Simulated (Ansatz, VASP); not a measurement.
**HfN: VASP beside Ansatz**

Contents of INCAR:

```
SYSTEM = HfN
PREC = Accurate
ENCUT = 520
EDIFF = 1E-8
ISMEAR = -1
SIGMA = 0.03
LREAL = .FALSE.
LASPH = .TRUE.
NELM = 120
ALGO = Normal
ISIF = 2
LWAVE = .FALSE.
LCHARG = .FALSE.
GGA = PE
LEFG = .TRUE.
NBANDS = 14
GGA_COMPAT = .FALSE.
```

The input KPOINTS:

```
regular mesh
0
G
  10 10 10
  0 0 0
```

Contents of POSCAR:

```
HfN
1.0
    0.0000000000      2.2128850196      2.2128850196
    2.2128850196      0.0000000000      2.2128850196
    2.2128850196      2.2128850196      0.0000000000
Hf N
1 1
Direct
    0.0000000000      0.0000000000      0.0000000000
    0.5000000000      0.5000000000      0.5000000000
```

Input for Ansatz:

```yaml
crystal:
  lattice:
    - [0.0, 2.2128850196, 2.2128850196]
    - [2.2128850196, 0.0, 2.2128850196]
    - [2.2128850196, 2.2128850196, 0.0]
  atoms:
    - { symbol: Hf, position: [0.0, 0.0, 0.0] }
    - { symbol: "N", position: [0.5, 0.5, 0.5] }
kpoints:
  mp_grid: { grid: [10, 10, 10] }
scf:
  occupations: { method: fermi_dirac, width: 0.03 }
hamiltonian:
  xc: pbe
  pseudopotentials: { kind: all_electron, datasets: crystal }
output:
  forces: true
  stress: true
  eigenvalues: true
  efg: { contact_densities: true }
```

Change from the starting cell: volume scaled by 0.94, crystal datasets.

Alike in both runs: task electric field gradients; functional PBE; k mesh 10 × 10 × 10; occupations fermi-dirac, width 0.03 eV; no spin polarisation.

```csv
,VASP,Ansatz
version,VASP 6.6.1,Ansatz 0.2.0
potentials or method,"VASP PAW PBE potentials, release 64 (Hf_pv, N), cutoff 520 eV","all-electron PAW with datasets made for the crystal, scalar-relativistic"
```

|  | VASP | Ansatz | Ansatz less VASP |
| --- | --- | --- | --- |
| pressure (GPa) | 23.1 | 25.6 | +2.59 |

Ansatz ran all-electron here, and VASP with PAW potentials.

Neither program's run includes spin-orbit coupling.
